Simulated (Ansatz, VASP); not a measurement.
## One calculation of Sn, two programs

```
Sn
1.0
     0.00000    3.27107    3.27107
     3.27107    0.00000    3.27107
     3.27107    3.27107    0.00000
Sn
2
Direct
  0.71750 0.92750 0.92750
  0.28250 0.07250 0.07250
```

Change from the starting cell: shortest bond scaled by 0.58, PAW files.

Alike in both runs: task electric field gradients; functional PBEsol; k mesh 8 × 8 × 8; occupations fermi-dirac, width 0.05 eV; no spin polarisation.

|  | VASP | Ansatz |
| --- | --- | --- |
| version | VASP 6.6.1 | Ansatz 0.2.0 |
| potentials or method | VASP PAW PBE potentials, release 64 (Sn_d) | PAW with Ansatz's default frozen-core files, scalar-relativistic |
| plane-wave cutoff (eV) | 520 | 420 |
| valence electrons in the cell | 28 | 28 |

|  | VASP | Ansatz | Ansatz less VASP |
| --- | --- | --- | --- |
| pressure (GPa) | 76.4 | 94.4 | +18.03 |
| traceless stress, the component that is largest in VASP (GPa) | -77.38 | -96.62 | -19.244 |
| rms of the force components (eV/Å) | 35.948 | 44.944 | +8.9963 |
| size of Vzz on the site where it differs most (V/Å²) | 105.3 | 221.2 | +115.85 |

VASP's potentials were made for PBE, not for PBEsol. Atom by atom the forces differ by 8.996 eV/Å (rms over components). The pressures are high and differ by over a tenth, so treat them with care. With one functional, cell and mesh, what is left measures potentials, basis and numerics.

Noted on VASP's run: the cell as given lies far from equilibrium.
